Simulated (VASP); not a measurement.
NbTe (zincblende type): single point with LDA

Crystal: NbTe (zincblende type).

```xyz
2
Lattice="0.0000 2.9518 2.9518 2.9518 0.0000 2.9518 2.9518 2.9518 0.0000" Properties=species:S:1:pos:R:3 pbc="T T T"
Nb    0.0000    0.0000    0.0000
Te    1.4759    1.4759    1.4759
```

This cell differs from its parent crystal: volume scaled by 0.88.

| Property | Result |
| --- | --- |
| Program | VASP 6.6.1 |
| Task | single point |
| Functional | LDA |
| Potentials or basis | VASP PAW LDA potentials, release 64 (Nb_sv, Te) |
| Cutoff | 520 eV |
| k mesh | 12 × 12 × 12 |
| Occupations | fermi-dirac, width 0.1 eV |
| Spin | no spin polarisation |
| Dipole correction | no |
| Further INCAR settings | ALGO = Normal; EDIFF = 1e-06; NBANDS = 16 |

```yaml
Pressure: 13.7 GPa
```

Levels at points of the mesh, in eV from the Fermi level:
```csv
k point,band 6,band 7,band 8,band 9,band 10,band 11,band 12,band 13,band 14,band 15
"(0.00, 0.00, 0.00)",-4.26,-4.26,-4.26,-0.19,-0.19,2.05,4.95,4.95,4.95,6.98
"(0.50, 0.00, 0.00)",-5.31,-3.89,-3.89,0.12,0.12,0.23,2.65,2.65,3.70,8.48
"(0.50, 0.50, 0.00)",-5.77,-3.15,-3.15,-1.41,0.32,0.47,0.94,0.94,6.51,6.73
```

Wall time 39 s on 1 thread of Intel(R) Xeon(R) Platinum 8488C (Sapphire Rapids), on a shared host, peak memory 0.19 GiB.

Caveat: spin-orbit coupling is left out, which moves the levels of the heavy elements.
